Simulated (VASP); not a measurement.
**Mo3N: single point with PBE**

Mo3N, a slab with vacuum:

```
CELL_PARAMETERS angstrom
4.46958 0.00000 0.00000
-2.23479 3.87077 0.00000
0.00000 0.00000 20.85957
ATOMIC_POSITIONS crystal
Mo 0.66667 0.33333 0.19176
Mo 0.33333 0.66667 0.23550
Mo 0.00000 0.00000 0.27923
Mo 0.66667 0.33333 0.31912
Mo 0.33333 0.66667 0.35804
Mo 0.00000 0.00000 0.39596
N 0.44444 0.22222 0.57687
N 0.44444 0.22222 0.62973
```

```
Program             : VASP 6.6.1
Task                : single point
Functional          : PBE
Potentials or basis : VASP PAW PBE potentials, release 64 (Mo_sv, N)
Cutoff              : 520 eV
k mesh              : 6 × 6 × 1
Occupations         : gaussian, width 0.1 eV
Spin                : no spin polarisation
```

- Largest force: 1.760 eV/Å
- Band gap on the k mesh: zero (bands 47 and 48 overlap by 0.09 eV)

Forces on the atoms (eV/Å):
```
Mo  -0.003 -0.002  1.438
Mo   0.004  0.002 -0.256
Mo  -0.001 -0.001 -1.375
Mo  -0.001  0.000 -0.090
Mo   0.007  0.004  0.081
Mo   0.005  0.003  0.194
N   -0.020 -0.012 -1.753
N    0.008  0.005  1.760
```

Levels at points of the mesh, in eV from the Fermi level:
| k point | band 44 | band 45 | band 46 | band 47 | band 48 | band 49 | band 50 | band 51 |
| --- | --- | --- | --- | --- | --- | --- | --- | --- |
| (0.00, 0.00, 0.00) | -1.23 | -1.21 | -1.21 | -0.99 | -0.06 | 1.14 | 1.14 | 1.25 |
| (0.50, 0.00, 0.00) | -1.27 | -0.65 | -0.35 | 0.03 | 0.06 | 0.20 | 0.70 | 1.15 |
| (0.00, 0.50, 0.00) | -1.27 | -0.65 | -0.37 | 0.03 | 0.06 | 0.21 | 0.70 | 1.16 |

Wall time 7.8 min on 1 thread of Intel(R) Xeon(R) 6975P-C (Granite Rapids), with other jobs on the host, peak memory 0.58 GiB.

Caveat: the standard files for N, O and F lose accuracy on very short bonds.
